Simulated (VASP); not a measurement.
# P2Pt3 (P-3m1) in VASP: notebook

P2Pt3 is run at these levels: PBE; tasks: single point.

Everything below comes from runs of VASP 6.6.1. Logs are shortened: lines on timing, memory, paths and dates and some standing lists are left out, and cuts for length are marked.

## (1) The cell of the first run

It takes space group P-3m1 (No. 164, trigonal). The conventional cell has a = 3.788 Å, b = 3.788 Å, c = 5.823 Å, α = 90.00°, β = 90.00°, γ = 120.00°. P (site symmetry 3m) has 8 Pt at 2.42 to 3.41 Å and 3 P at 3.23 Å within 3.5 Å. Pt (site symmetry -3m) has 6 P at 2.49 Å and 6 Pt at 3.11 Å within 3.3 Å. Within 3.2 Å of Pt (site symmetry 3m) lie 4 P at 2.42 Å and 6 Pt at 2.59 to 3.11 Å.

## (2) Single point, PBE

INCAR

```
SYSTEM = P2Pt3
ALGO = Fast
EDIFF = 1E-6
ENCUT = 520
GGA = PE
ISIF = 2
ISMEAR = 0
LASPH = .TRUE.
LCHARG = .TRUE.
LELF = .TRUE.
LREAL = .FALSE.
LVHAR = .TRUE.
LWAVE = .FALSE.
NBANDS = 28
NELM = 60
PREC = Accurate
SIGMA = 0.1
```

KPOINTS

```
k-points
0
G
  6 6 4
  0 0 0
```

POSCAR

```
P2Pt3
1.0
    3.7884129800      0.0000000000      0.0000000000
   -1.8942064900      3.2808618800      0.0000000000
    0.0000000000      0.0000000000      5.8232251500
P Pt
2 3
Direct
    0.3333333300      0.6666666700      0.7954824400
    0.6666666700      0.3333333300      0.2045175600
    0.0000000000      0.0000000000      0.0000000000
    0.6666666700      0.3333333300      0.6193643300
    0.3333333300      0.6666666700      0.3806356700
```

Potentials or basis: VASP PAW PBE potentials, release 64 (P, Pt).

Launch:

```bash
$ cat potpaw_PBE.64/P/POTCAR potpaw_PBE.64/Pt/POTCAR > POTCAR
$ mpirun -np 1 vasp_std > vasp.out
```

OUTCAR:

```text
SYSTEM = P2Pt3
   EDIFF = 1E-6
   ENCUT = 520
   GGA = PE
   ISIF = 2
   ISMEAR = 0
   LASPH = .TRUE.
   LREAL = .FALSE.
   NELM = 60
   PREC = Accurate

 ion  position               nearest neighbor table
   1  0.333  0.667  0.795-   4 2.42   4 2.42   4 2.42   5 2.42   3 2.49   3 2.49   3 2.49
   2  0.667  0.333  0.205-   5 2.42   5 2.42   5 2.42   4 2.42   3 2.49   3 2.49   3 2.49
   3  0.000  0.000  0.000-   1 2.49   2 2.49   1 2.49   2 2.49   2 2.49   1 2.49   4 3.11   5 3.11
                             4 3.11   5 3.11   4 3.11   5 3.11
   4  0.667  0.333  0.619-   1 2.42   1 2.42   1 2.42   2 2.42   5 2.59   5 2.59   5 2.59   3 3.11
                             3 3.11   3 3.11
   5  0.333  0.667  0.381-   2 2.42   2 2.42   2 2.42   1 2.42   4 2.59   4 2.59   4 2.59   3 3.11
                             3 3.11   3 3.11

  LATTYP: Found a hexagonal cell.
 ALAT       =     3.7884129800
 C/A-ratio  =     1.5371146654

  Lattice vectors:

 A1 = (   3.7884129800,   0.0000000000,   0.0000000000)
 A2 = (  -1.8942064900,   3.2808618800,   0.0000000000)
 A3 = (   0.0000000000,   0.0000000000,   5.8232251500)

Analysis of symmetry for initial positions (statically):
=====================================================================
 Subroutine PRICEL returns:
 Original cell was already a primitive cell.

 Routine SETGRP: Setting up the symmetry group for a
 hexagonal supercell.

 Subroutine GETGRP returns: Found 12 space group operations
 (whereof 12 operations were pure point group operations)
 out of a pool of 24 trial point group operations.

The static configuration has the point symmetry D_3d.

Analysis of symmetry for dynamics (positions and initial velocities):
=====================================================================
 Subroutine PRICEL returns:
 Original cell was already a primitive cell.

 Routine SETGRP: Setting up the symmetry group for a
 hexagonal supercell.

 Subroutine GETGRP returns: Found 12 space group operations
 (whereof 12 operations were pure point group operations)
 out of a pool of 24 trial point group operations.

The dynamic configuration has the point symmetry D_3d.

 Subroutine INISYM returns: Found 12 space group operations
 (whereof 12 operations are pure point group operations),
 and found     1 'primitive' translations

----------------------------------------------------------------------------------------

                                     Primitive cell

  volume of cell :      72.3784

  direct lattice vectors                    reciprocal lattice vectors
     3.788412980  0.000000000  0.000000000     0.263962774  0.152398979  0.000000000
    -1.894206490  3.280861880  0.000000000     0.000000000  0.304797958  0.000000000
     0.000000000  0.000000000  5.823225150     0.000000000  0.000000000  0.171726144

  length of vectors
     3.788412980  3.788412979  5.823225150     0.304797957  0.304797958  0.171726144

  position of ions in fractional coordinates (direct lattice)
     0.333333330  0.666666670  0.795482440
     0.666666670  0.333333330  0.204517560
     0.000000000  0.000000000  0.000000000
     0.666666670  0.333333330  0.619364330
     0.333333330  0.666666670  0.380635670

  ion indices of the primitive-cell ions
   primitive index   ion index
                 1           1
                 2           2
                 3           3
                 4           4
                 5           5

----------------------------------------------------------------------------------------

 KPOINTS: k-points

Automatic generation of k-mesh.
 Grid dimensions read from file:
 generate k-points for:    6    6    4

 Generating k-lattice:

  Cartesian coordinates                     Fractional coordinates (reciprocal lattice)
     0.043993796  0.025399830  0.000000000     0.166666667  0.000000000  0.000000000
     0.000000000  0.050799660  0.000000000     0.000000000  0.166666667  0.000000000
     0.000000000  0.000000000  0.042931536     0.000000000  0.000000000  0.250000000

  Length of vectors
     0.050799660  0.050799660  0.042931536

  Shift w.r.t. Gamma in fractional coordinates (k-lattice)
     0.000000000  0.000000000  0.000000000

 Subroutine IBZKPT returns following result:
 ===========================================

 Found     24 irreducible k-points:

 Following reciprocal coordinates:
            Coordinates               Weight
  0.000000  0.000000  0.000000      1.000000
  0.166667 -0.000000  0.000000      6.000000
  0.333333  0.000000  0.000000      6.000000
  0.500000  0.000000  0.000000      3.000000
  0.166667  0.166667  0.000000      6.000000
  0.333333  0.166667  0.000000     12.000000
[... 16 lines left out ...]
  0.333333  0.166667  0.500000     12.000000
  0.333333  0.333333  0.500000      2.000000
   k-points           NKPTS =     24   k-points in BZ     NKDIM =     24   number of bands    NBANDS=     28
   number of dos      NEDOS =    301   number of ions     NIONS =      5
   total plane-waves  NPLWV =  37632
   dimension x,y,z NGX =    28 NGY =   28 NGZ =   48
   dimension x,y,z NGXF=    56 NGYF=   56 NGZF=   96
   ions per type =               2   3
   NGX,Y,Z   is equivalent  to a cutoff of  12.29, 12.29, 13.70 a.u.
   NGXF,Y,Z  is equivalent  to a cutoff of  24.57, 24.57, 27.41 a.u.
 SYSTEM =  P2Pt3
   PREC   = accura    normal or accurate (medium, high low for compatibility)
   ISTART =      0    job   : 0-new  1-cont  2-samecut
   ICHARG =      2    charge: 1-file 2-atom 10-const
   ISPIN  =      1    spin polarized calculation?
   LNONCOLLINEAR =      F non collinear calculations
   LSORBIT =      F    spin-orbit coupling
   LASPH  =      T    aspherical Exc in radial PAW
   ENCUT  =  520.0 eV  38.22 Ry    6.18 a.u.   7.04  7.04 10.83*2*pi/ulx,y,z
   NELM   =     60;   NELMIN=  2; NELMDL= -5     # of ELM steps
   EDIFF  = 0.1E-05   stopping-criterion for ELM
   LREAL  =      F    real-space projection
[... 7 lines left out ...]
   TEBEG  =    0.0;   TEEND  =   0.0 temperature during run
   PSTRESS=    0.0 pullay stress
   NELECT =      40.0000    total number of electrons
   NUPDOWN=      -1.0000    fix difference up-down
   EMIN   =  10.00;   EMAX   =-10.00  energy-range for DOS
   EFERMI =   0.00;   METHOD = LEGACY
   ISMEAR =     0;   SIGMA  =   0.10  broadening in eV -4-tet -1-fermi 0-gaus
   EFERMI_NEDOS =   21; number of points for ismear=-14 and -15
   IALGO  =     68    algorithm
   IMIX   =      4    mixing-type and parameters
     AMIX     =   0.40;   BMIX     =  1.00
     AMIX_MAG =   1.60;   BMIX_MAG =  1.00
  volume/ion in A,a.u.               =      14.48        97.69
  Fermi-wavevector in a.u.,A,eV,Ry     =   1.343461  2.538774 24.557002  1.804889
  Thomas-Fermi vector in A             =   2.471534
   LORBIT       =      0    0 simple, 1 ext, 2 COOP (PROOUT), +10 PAW based schemes
   GGA     = PE    functional components
   LHFCALC =     F    Hartree Fock is set to
   AEXX    =    0.0000 exact exchange contribution
   IVDW    =     0    specifies the selected vdW correction
   LEPSILON=     F    determine dielectric tensor
   LRPA    =     F    only Hartree local field effects (RPA)
 non-spin polarized calculation
 RMM-DIIS sequential band-by-band and
 Gauss-broadening in eV      SIGMA  =   0.10
  energy-cutoff  :      520.00
  volume of cell :       72.38
 maximum number of plane-waves:      1964
   NGX = 15   NGY = 15   NGZ = 21

 number of electron      40.0000000 magnetization

 Free energy of the ion-electron system (eV)
  ---------------------------------------------------
  ext. energy  EPLUGINS =         0.00000000
  ---------------------------------------------------
  free energy    TOTEN  =       -28.87901463 eV

  energy without entropy =      -28.86548799  energy(sigma->0) =      -28.87225131

 E-fermi :  11.4769     XC(G=0): -12.6585

 val. band max:       11.4701127515   @ k =   0.0000   0.3333   0.2500
 cond. band min:      11.4824200855   @ k =   0.0000   0.0000   0.2500
 fundamental gap:      0.0123073339
 Fermi energy:        11.4769438675

 k-point     1 :       0.0000    0.0000    0.0000
  band No.  band energies     occupation
      1      -3.2680      2.00000
      2      -0.5962      2.00000
      3       2.8494      2.00000
      4       4.5315      2.00000
      5       4.5315      2.00000
      6       4.7350      2.00000
[... 20 lines left out ...]
     27      18.4867      0.00000
     28      18.8261      0.00000

 k-point     2 :       0.1667   -0.0000    0.0000
  band No.  band energies     occupation
      1      -2.9199      2.00000
      2      -0.6038      2.00000
      3       3.2221      2.00000
      4       4.2132      2.00000
      5       4.4659      2.00000
      6       4.6524      2.00000
[... 20 lines left out ...]
     27      18.3232      0.00000
     28      19.5501      0.00000

 k-point     3 :       0.3333    0.0000    0.0000
  band No.  band energies     occupation
      1      -2.0246      2.00000
      2      -0.7018      2.00000
      3       3.6614      2.00000
      4       3.8416      2.00000
      5       4.6089      2.00000
      6       4.7467      2.00000
[... 20 lines left out ...]
     27      17.8866      0.00000
     28      19.3116      0.00000

 k-point     4 :       0.5000    0.0000    0.0000
  band No.  band energies     occupation
      1      -1.1890      2.00000
      2      -1.0278      2.00000
      3       3.1142      2.00000
      4       4.0609      2.00000
      5       4.7302      2.00000
      6       4.8735      2.00000
[... 20 lines left out ...]
     27      19.0246      0.00000
     28      20.0156      0.00000

 k-point     5 :       0.1667    0.1667    0.0000
  band No.  band energies     occupation
      1      -2.2950      2.00000
      2      -0.6463      2.00000
      3       3.7099      2.00000
      4       3.9401      2.00000
      5       4.3663      2.00000
      6       4.9759      2.00000
[... 20 lines left out ...]
     27      17.9283      0.00000
     28      18.5847      0.00000

 k-point     6 :       0.3333    0.1667    0.0000
  band No.  band energies     occupation
      1      -1.3917      2.00000
      2      -0.8098      2.00000
      3       3.4436      2.00000
      4       3.9522      2.00000
      5       4.6120      2.00000
      6       4.9855      2.00000
[... 463 lines left out ...]
      5       5.1468      2.00000
      6       5.2219      2.00000
[... 20 lines left out ...]
     27      18.9342      0.00000
     28      19.0312      0.00000

 k-point    22 :       0.1667    0.1667    0.5000
  band No.  band energies     occupation
      1      -1.7002      2.00000
      2      -1.2644      2.00000
      3       3.1192      2.00000
      4       3.2440      2.00000
      5       4.4705      2.00000
      6       4.9147      2.00000
[... 20 lines left out ...]
     27      18.3677      0.00000
     28      18.9557      0.00000

 k-point    23 :       0.3333    0.1667    0.5000
  band No.  band energies     occupation
      1      -1.0714      2.00000
      2      -0.8883      2.00000
      3       2.6625      2.00000
      4       3.5776      2.00000
      5       4.6152      2.00000
      6       5.0825      2.00000
[... 20 lines left out ...]
     27      18.2866      0.00000
     28      19.1551      0.00000

 k-point    24 :       0.3333    0.3333    0.5000
  band No.  band energies     occupation
      1      -0.8065      2.00000
      2      -0.8065      2.00000
      3       3.4472      2.00000
      4       3.4472      2.00000
      5       3.5376      2.00000
      6       5.4641      2.00000
[... 20 lines left out ...]
     27      18.0589      0.00000
     28      19.1035      0.00000

------------------------ aborting loop because EDIFF is reached ----------------------------------------

  FORCE on cell =-STRESS in cart. coord.  units (eV):
  Direction    XX          YY          ZZ          XY          YZ          ZX
  --------------------------------------------------------------------------------------
  -------------------------------------------------------------------------------------
  Total       11.3290048     11.3290048     11.3058781     -0.0000000     -0.0000000      0.0000000
  in kB      250.7803457    250.7803455    250.2684113     -0.0000000     -0.0000000      0.0000000
  external PRESSURE =     250.6097008 kB  Pullay stress =       0.0000000 kB

 VOLUME and BASIS-vectors are now :
 -----------------------------------------------------------------------------
  energy-cutoff  :      520.00
  volume of cell :       72.38
      direct lattice vectors                 reciprocal lattice vectors
     3.788412980  0.000000000  0.000000000     0.263962774  0.152398979  0.000000000
    -1.894206490  3.280861880  0.000000000     0.000000000  0.304797958  0.000000000
     0.000000000  0.000000000  5.823225150     0.000000000  0.000000000  0.171726144

 POSITION                                       TOTAL-FORCE (eV/Angst)
 -----------------------------------------------------------------------------------
     -0.00000      2.18724      4.63227        -0.000000      0.000000     -0.060595
      1.89421      1.09362      1.19095         0.000000      0.000000      0.060595
      0.00000      0.00000      0.00000        -0.000000      0.000000      0.000000
      1.89421      1.09362      3.60670        -0.000000     -0.000000      2.292723
     -0.00000      2.18724      2.21653         0.000000      0.000000     -2.292723
 -----------------------------------------------------------------------------------
    total drift:                               -0.000000      0.000000     -0.000000

  FREE ENERGIE OF THE ION-ELECTRON SYSTEM (eV)
  ---------------------------------------------------
  free  energy   TOTEN  =       -28.8790146312 eV

  energy  without entropy=      -28.8654879897  energy(sigma->0) =      -28.87225131
```

Run time: 74 s. Hardware: 1 thread of Oxide Virtual Turin-like, shared host; peak memory 0.17 GiB.

What came out:

```yaml
Free_energy: -28.8790 eV
Pressure: 25.1 GPa
Largest_force: 2.293 eV/Å
Band_gap_on_the_k_mesh: zero (bands 20 and 21 overlap by 2.21 eV)
```

Forces in eV/Å, atoms in the order of the input:
```
P    0.000  0.000 -0.061
P    0.000  0.000  0.061
Pt   0.000  0.000  0.000
Pt   0.000  0.000  2.293
Pt   0.000  0.000 -2.293
```

Caveat: the cell stands under pressure; spin-orbit coupling is left out, which moves the levels of the heavy elements; forces of over 1 eV/Å act on the atoms, so gaps and moduli don't describe the material at rest.

(Continued in part 2 of 2.)

The gap in the log of VASP goes by the Fermi energy; the results here count the filled bands.